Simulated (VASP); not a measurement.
# LiCl (Fm-3m) in VASP: notebook

Runs on LiCl. Level: PBE. Tasks: single point, relaxation of cell and atoms.

All numbers are computed with VASP 6.6.1; they aren't measurements. Logs are shortened: lines on timing, memory, paths and dates and some standing lists are left out, and cuts for length are marked.

## 1. The cell of the first run

It takes space group Fm-3m (No. 225, cubic). Conventional cell: a = 5.150 Å, b = 5.150 Å, c = 5.150 Å, α = 90.00°, β = 90.00°, γ = 90.00°. Li (site symmetry m-3m) has 6 Cl at 2.58 Å within 3.4 Å. Cl (site symmetry m-3m) has 6 Li at 2.58 Å within 3.4 Å.

## 2. Single point, PBE

Contents of INCAR:

```
ALGO = Normal
EDIFF = 1E-6
ENCUT = 520
GGA = PE
ISIF = 2
ISMEAR = 0
LASPH = True
LCHARG = False
LREAL = False
LWAVE = False
NBANDS = 12
NELM = 60
PREC = Accurate
SIGMA = 0.02
```

Contents of KPOINTS:

```
k-points
0
Gamma
  14 14 14
```

Contents of POSCAR:

```
LiCl
1.0
    0.0000000000      2.5751311085      2.5751311085
    2.5751311085      0.0000000000      2.5751311085
    2.5751311085      2.5751311085      0.0000000000
Li Cl
1 1
Direct
    0.0000000000      0.0000000000      0.0000000000
    0.5000000000      0.5000000000      0.5000000000
```

Potentials or basis: VASP PAW PBE potentials, release 64 (Li_sv, Cl).

The run is started by

```
$ cat potpaw_PBE.64/Li_sv/POTCAR potpaw_PBE.64/Cl/POTCAR > POTCAR
$ mpirun -np 1 vasp_std > vasp.out
```

OUTCAR:

```text
EDIFF = 1E-6
   ENCUT = 520
   GGA = PE
   ISIF = 2
   ISMEAR = 0
   LASPH = True
   LREAL = False
   NELM = 60
   PREC = Accurate

 ion  position               nearest neighbor table
   1  0.000  0.000  0.000-   2 2.58   2 2.58   2 2.58   2 2.58   2 2.58   2 2.58
   2  0.500  0.500  0.500-   1 2.58   1 2.58   1 2.58   1 2.58   1 2.58   1 2.58

  LATTYP: Found a face centered cubic cell.
 ALAT       =     5.1502622170

  Lattice vectors:

 A1 = (   0.0000000000,   2.5751311085,   2.5751311085)
 A2 = (   2.5751311085,   0.0000000000,   2.5751311085)
 A3 = (   2.5751311085,   2.5751311085,   0.0000000000)

Analysis of symmetry for initial positions (statically):
=====================================================================
 Subroutine PRICEL returns:
 Original cell was already a primitive cell.

 Routine SETGRP: Setting up the symmetry group for a
 face centered cubic supercell.

 Subroutine GETGRP returns: Found 48 space group operations
 (whereof 48 operations were pure point group operations)
 out of a pool of 48 trial point group operations.

The static configuration has the point symmetry O_h .

Analysis of symmetry for dynamics (positions and initial velocities):
=====================================================================
 Subroutine PRICEL returns:
 Original cell was already a primitive cell.

 Routine SETGRP: Setting up the symmetry group for a
 face centered cubic supercell.

 Subroutine GETGRP returns: Found 48 space group operations
 (whereof 48 operations were pure point group operations)
 out of a pool of 48 trial point group operations.

The dynamic configuration has the point symmetry O_h .

 Subroutine INISYM returns: Found 48 space group operations
 (whereof 48 operations are pure point group operations),
 and found     1 'primitive' translations

----------------------------------------------------------------------------------------

                                     Primitive cell

  volume of cell :      34.1529

  direct lattice vectors                    reciprocal lattice vectors
     0.000000000  2.575131108  2.575131108    -0.194164871  0.194164871  0.194164871
     2.575131108  0.000000000  2.575131108     0.194164871 -0.194164871  0.194164871
     2.575131108  2.575131108  0.000000000     0.194164871  0.194164871 -0.194164871

  length of vectors
     3.641785339  3.641785339  3.641785339     0.336303422  0.336303422  0.336303422

  position of ions in fractional coordinates (direct lattice)
     0.000000000  0.000000000  0.000000000
     0.500000000  0.500000000  0.500000000
[... 87 lines left out ...]
   PSTRESS=    0.0 pullay stress
   NELECT =      10.0000    total number of electrons
   NUPDOWN=      -1.0000    fix difference up-down
   EMIN   =  10.00;   EMAX   =-10.00  energy-range for DOS
   EFERMI =   0.00;   METHOD = LEGACY
   ISMEAR =     0;   SIGMA  =   0.02  broadening in eV -4-tet -1-fermi 0-gaus
   EFERMI_NEDOS =   21; number of points for ismear=-14 and -15
   IALGO  =     38    algorithm
   IMIX   =      4    mixing-type and parameters
     AMIX     =   0.40;   BMIX     =  1.00
     AMIX_MAG =   1.60;   BMIX_MAG =  1.00
  volume/ion in A,a.u.               =      17.08       115.24
  Fermi-wavevector in a.u.,A,eV,Ry     =   1.087090  2.054302 16.078883  1.181765
  Thomas-Fermi vector in A             =   2.223241
   LORBIT       =      0    0 simple, 1 ext, 2 COOP (PROOUT), +10 PAW based schemes
   GGA     = PE    functional components
   LHFCALC =     F    Hartree Fock is set to
   AEXX    =    0.0000 exact exchange contribution
   IVDW    =     0    specifies the selected vdW correction
   LEPSILON=     F    determine dielectric tensor
   LRPA    =     F    only Hartree local field effects (RPA)
 non-spin polarized calculation
 Gauss-broadening in eV      SIGMA  =   0.02
  energy-cutoff  :      520.00
  volume of cell :       34.15
 maximum number of plane-waves:       941
   NGX = 13   NGY = 13   NGZ = 13

 number of electron      10.0000009 magnetization

 Free energy of the ion-electron system (eV)
  ---------------------------------------------------
  ext. energy  EPLUGINS =         0.00000000
  ---------------------------------------------------
  free energy    TOTEN  =        -7.38622744 eV

  energy without entropy =       -7.38622744  energy(sigma->0) =       -7.38622744

 E-fermi :   0.5756     XC(G=0):  -8.6787

 val. band max:        0.4925536023   @ k =  -0.0714   0.0714   0.0000
 cond. band min:       6.7604014806   @ k =   0.0000   0.0000   0.0000
 fundamental gap:      6.2678478783
 Fermi energy:         0.5756181262

 k-point     1 :       0.0000    0.0000    0.0000
  band No.  band energies     occupation
      1     -43.0549      2.00000
      2     -12.8653      2.00000
      3       0.4893      2.00000
      4       0.4893      2.00000
      5       0.4893      2.00000
      6       6.7604      0.00000
      7      12.4174      0.00000
      8      12.4174      0.00000
      9      12.4174      0.00000
     10      14.9447      0.00000
     11      14.9448      0.00000
     12      14.9448      0.00000
[... 331 lines left out ...]
 k-point    24 :       0.2857    0.1429    0.0000
  band No.  band energies     occupation
      1     -43.0534      2.00000
      2     -12.5495      2.00000
      3      -1.0280      2.00000
      4       0.0815      2.00000
      5       0.1202      2.00000
      6       8.3915      0.00000
      7      10.4313      0.00000
      8      10.6820      0.00000
      9      12.0030      0.00000
     10      13.4585      0.00000
     11      15.7881      0.00000
     12      17.0460      0.00000

 [... further k-points ...]

------------------------ aborting loop because EDIFF is reached ----------------------------------------

  FORCE on cell =-STRESS in cart. coord.  units (eV):
  Direction    XX          YY          ZZ          XY          YZ          ZX
  --------------------------------------------------------------------------------------
  -------------------------------------------------------------------------------------
  Total       -0.0195115     -0.0195115     -0.0195115     -0.0000000      0.0000000      0.0000000
  in kB       -0.9153206     -0.9153206     -0.9153206     -0.0000000      0.0000000      0.0000000
  external PRESSURE =      -0.9153206 kB  Pullay stress =       0.0000000 kB

 VOLUME and BASIS-vectors are now :
 -----------------------------------------------------------------------------
  energy-cutoff  :      520.00
  volume of cell :       34.15
      direct lattice vectors                 reciprocal lattice vectors
     0.000000000  2.575131108  2.575131108    -0.194164871  0.194164871  0.194164871
     2.575131108  0.000000000  2.575131108     0.194164871 -0.194164871  0.194164871
     2.575131108  2.575131108  0.000000000     0.194164871  0.194164871 -0.194164871

 POSITION                                       TOTAL-FORCE (eV/Angst)
 -----------------------------------------------------------------------------------
      0.00000      0.00000      0.00000         0.000000     -0.000000      0.000000
      2.57513      2.57513      2.57513        -0.000000      0.000000     -0.000000
 -----------------------------------------------------------------------------------
    total drift:                                0.000000      0.000000      0.000000

  FREE ENERGIE OF THE ION-ELECTRON SYSTEM (eV)
  ---------------------------------------------------
  free  energy   TOTEN  =        -7.3862274390 eV

  energy  without entropy=       -7.3862274390  energy(sigma->0) =       -7.38622744
```

OSZICAR:

```text
N       E                     dE             d eps       ncg     rms          rms(c)
DAV:   1     0.408209386295E+02    0.40821E+02   -0.39831E+03  2504   0.761E+02
DAV:   2    -0.499174304603E+01   -0.45813E+02   -0.43629E+02  3208   0.143E+02
DAV:   3    -0.739685252327E+01   -0.24051E+01   -0.23990E+01  3336   0.341E+01
DAV:   4    -0.745153686569E+01   -0.54684E-01   -0.54667E-01  3448   0.530E+00
DAV:   5    -0.745209564517E+01   -0.55878E-03   -0.55877E-03  3372   0.482E-01    0.237E+00
DAV:   6    -0.738001992904E+01    0.72076E-01   -0.15600E-01  3152   0.184E+00    0.169E+00
DAV:   7    -0.738193414775E+01   -0.19142E-02   -0.49958E-02  3736   0.117E+00    0.925E-01
DAV:   8    -0.738620793651E+01   -0.42738E-02   -0.64855E-03  2968   0.554E-01    0.156E-01
DAV:   9    -0.738616811244E+01    0.39824E-04   -0.20739E-04  3156   0.101E-01    0.550E-02
DAV:  10    -0.738621943998E+01   -0.51328E-04   -0.12764E-04  2928   0.756E-02    0.531E-02
DAV:  11    -0.738622646127E+01   -0.70213E-05   -0.15130E-05  3208   0.247E-02    0.196E-03
DAV:  12    -0.738622743901E+01   -0.97774E-06   -0.54417E-07  2876   0.546E-03
   1 F= -.73862274E+01 E0= -.73862274E+01  d E =-.169511E-11
```

Run time: 16 s. Hardware: 1 thread of Intel Xeon 6975P-C (Granite Rapids), shared host; peak memory 0.17 GiB.

Results:

```
Free energy            : -7.3862 eV
Band gap on the k mesh : 6.27 eV
```

Caveat: the cutoff is under 1.25 times the usual one of these potentials, so pressure, stress and relaxed cells hold a basis-set (Pulay) error. A k mesh can miss the band edges.

## 3. Relaxation of cell and atoms, PBE

This run uses another cell than the first one, of 16.87 Å³/atom.

Contents of INCAR:

```
PREC = Accurate
ENCUT = 600
EDIFF = 1E-7
ISMEAR = 0
SIGMA = 0.02
LREAL = F
LASPH = T
NELM = 100
ALGO = Normal
ISIF = 3
LWAVE = F
LCHARG = F
GGA = PE
IBRION = 2
NSW = 80
EDIFFG = -0.01
```

Contents of KPOINTS:

```
regular mesh
0
Gamma
  14 14 14
```

Contents of POSCAR:

```
LiCl
1.0
    0.0000000000      2.5647700000      2.5647700000
    2.5647700000      0.0000000000      2.5647700000
    2.5647700000      2.5647700000      0.0000000000
Li Cl
1 1
Direct
    0.0000000000      0.0000000000      0.0000000000
    0.5000000000      0.5000000000      0.5000000000
```

Potentials or basis: VASP PAW PBE potentials, release 64 (Li_sv, Cl).

The run is started by

```
$ cat potpaw_PBE.64/Li_sv/POTCAR potpaw_PBE.64/Cl/POTCAR > POTCAR
$ mpirun -np 1 vasp_std > vasp.out
```

OUTCAR:

```text
PREC = Accurate
   ENCUT = 600
   EDIFF = 1E-7
   ISMEAR = 0
   LREAL = F
   LASPH = T
   NELM = 100
   ISIF = 3
   GGA = PE
   IBRION = 2
   NSW = 80
   EDIFFG = -0.01

 ion  position               nearest neighbor table
   1  0.000  0.000  0.000-   2 2.56   2 2.56   2 2.56   2 2.56   2 2.56   2 2.56
   2  0.500  0.500  0.500-   1 2.56   1 2.56   1 2.56   1 2.56   1 2.56   1 2.56

  LATTYP: Found a face centered cubic cell.
 ALAT       =     5.1295400000

  Lattice vectors:

 A1 = (   0.0000000000,   2.5647700000,   2.5647700000)
 A2 = (   2.5647700000,   0.0000000000,   2.5647700000)
 A3 = (   2.5647700000,   2.5647700000,   0.0000000000)

Analysis of symmetry for initial positions (statically):
=====================================================================
 Subroutine PRICEL returns:
 Original cell was already a primitive cell.

 Routine SETGRP: Setting up the symmetry group for a
 face centered cubic supercell.

 Subroutine GETGRP returns: Found 48 space group operations
 (whereof 48 operations were pure point group operations)
 out of a pool of 48 trial point group operations.

The static configuration has the point symmetry O_h .

Analysis of symmetry for dynamics (positions and initial velocities):
=====================================================================
 Subroutine PRICEL returns:
 Original cell was already a primitive cell.

 Routine SETGRP: Setting up the symmetry group for a
 face centered cubic supercell.

 Subroutine GETGRP returns: Found 48 space group operations
 (whereof 48 operations were pure point group operations)
 out of a pool of 48 trial point group operations.

The dynamic configuration has the point symmetry O_h .

 Subroutine INISYM returns: Found 48 space group operations
 (whereof 48 operations are pure point group operations),
 and found     1 'primitive' translations

----------------------------------------------------------------------------------------

                                     Primitive cell

  volume of cell :      33.7423

  direct lattice vectors                    reciprocal lattice vectors
     0.000000000  2.564770000  2.564770000    -0.194949255  0.194949255  0.194949255
[... 97 lines left out ...]
   NELECT =      10.0000    total number of electrons
   NUPDOWN=      -1.0000    fix difference up-down
   EMIN   =  10.00;   EMAX   =-10.00  energy-range for DOS
   EFERMI =   0.00;   METHOD = LEGACY
   ISMEAR =     0;   SIGMA  =   0.02  broadening in eV -4-tet -1-fermi 0-gaus
   EFERMI_NEDOS =   21; number of points for ismear=-14 and -15
   IALGO  =     38    algorithm
   IMIX   =      4    mixing-type and parameters
     AMIX     =   0.40;   BMIX     =  1.00
     AMIX_MAG =   1.60;   BMIX_MAG =  1.00
  volume/ion in A,a.u.               =      16.87       113.85
  Fermi-wavevector in a.u.,A,eV,Ry     =   1.091482  2.062601 16.209056  1.191332
  Thomas-Fermi vector in A             =   2.227728
   LORBIT       =      0    0 simple, 1 ext, 2 COOP (PROOUT), +10 PAW based schemes
   GGA     = PE    functional components
   LHFCALC =     F    Hartree Fock is set to
   AEXX    =    0.0000 exact exchange contribution
   IVDW    =     0    specifies the selected vdW correction
   LEPSILON=     F    determine dielectric tensor
   LRPA    =     F    only Hartree local field effects (RPA)
 conjugate gradient relaxation of ions
 non-spin polarized calculation
 Gauss-broadening in eV      SIGMA  =   0.02
  energy-cutoff  :      600.00
  volume of cell :       33.74
 maximum number of plane-waves:      1158
 NGX is ok and might be reduce to    30
   NGX = 15   NGY = 15   NGZ = 15

--------------------------------------- Ionic step        1  -------------------------------------------

 number of electron      10.0000004 magnetization

 Free energy of the ion-electron system (eV)
  ---------------------------------------------------
  ext. energy  EPLUGINS =         0.00000000
  ---------------------------------------------------
  free energy    TOTEN  =        -7.38547392 eV

  energy without entropy =       -7.38547392  energy(sigma->0) =       -7.38547392

 E-fermi :   0.7248     XC(G=0):  -8.7306

 val. band max:        0.5825124988   @ k =  -0.0714   0.0714   0.0000
 cond. band min:       6.9192874207   @ k =   0.0000   0.0000   0.0000
 fundamental gap:      6.3367749219
 Fermi energy:         0.7247863854

 k-point     1 :       0.0000    0.0000    0.0000
  band No.  band energies     occupation
      1     -42.9413      2.00000
      2     -12.8169      2.00000
      3       0.5792      2.00000
      4       0.5792      2.00000
      5       0.5792      2.00000
      6       6.9193      0.00000
      7      12.5178      0.00000
      8      12.5178      0.00000
      9      12.5178      0.00000
[... 347 lines left out ...]
--------------------------------------- Ionic step        3  -------------------------------------------

 number of electron      10.0000006 magnetization

 Free energy of the ion-electron system (eV)
  ---------------------------------------------------
  ext. energy  EPLUGINS =         0.00000000
  ---------------------------------------------------
  free energy    TOTEN  =        -7.38575073 eV

  energy without entropy =       -7.38575073  energy(sigma->0) =       -7.38575073

 E-fermi :   0.6050     XC(G=0):  -8.6929

 val. band max:        0.5173156668   @ k =  -0.0714   0.0714   0.0000
 cond. band min:       6.8044600114   @ k =   0.0000   0.0000   0.0000
 fundamental gap:      6.2871443445
 Fermi energy:         0.6049594237

 k-point     1 :       0.0000    0.0000    0.0000
  band No.  band energies     occupation
      1     -43.0222      2.00000
      2     -12.8516      2.00000
      3       0.5141      2.00000
      4       0.5141      2.00000
      5       0.5141      2.00000
      6       6.8045      0.00000
      7      12.4452      0.00000
      8      12.4452      0.00000
      9      12.4452      0.00000
[... 305 lines left out ...]
  FREE ENERGIE OF THE ION-ELECTRON SYSTEM (eV)
  ---------------------------------------------------
  free  energy   TOTEN  =        -7.3857507307 eV

  energy  without entropy=       -7.3857507307  energy(sigma->0) =       -7.38575073

 reached required accuracy - stopping structural energy minimisation
```

Run time: 34 s. Hardware: 1 thread of Intel Xeon 6975P-C (Granite Rapids), shared host; peak memory 0.18 GiB.

What came out:

```yaml
Free_energy: -7.3858 eV
Relaxed_volume: 17.02 Å³/atom
Relaxed_cell: a = 3.638 Å, b = 3.638 Å, c = 3.638 Å, α = 60.00°, β = 60.00°, γ = 60.00°
Space_group_after_relaxing_to_0.1_Å: Fm-3m (No. 225)
Energy_gained_by_relaxing: 0.1 meV/atom
Ionic_steps: 3
Pressure_after_relaxing: 0.0 GPa
Band_gap_on_the_k_mesh: 6.29 eV
```

Step by step:
```csv
step,energy change (eV),largest force (eV/Å),pressure (GPa),volume (Å³)
1,0.0000,0.0000,0.29,33.74
2,-0.0002,0.0000,0.15,33.89
3,-0.0003,0.0000,0.01,34.04
```

Final structure:
```cif
data_structure
_symmetry_space_group_name_H-M 'P 1'
_symmetry_Int_Tables_number 1
_cell_length_a 3.6377
_cell_length_b 3.6377
_cell_length_c 3.6377
_cell_angle_alpha 60.000
_cell_angle_beta 60.000
_cell_angle_gamma 60.000
_cell_volume 34.04
loop_
_atom_site_label
_atom_site_type_symbol
_atom_site_fract_x
_atom_site_fract_y
_atom_site_fract_z
_atom_site_occupancy
Li1 Li 0.00000 0.00000 0.00000 1
Cl1 Cl 0.50000 0.50000 0.50000 1
```

Caveat: the cutoff is under 1.25 times the usual one of these potentials, so pressure, stress and relaxed cells hold a basis-set (Pulay) error. Zero-point motion and thermal expansion aren't in these numbers.
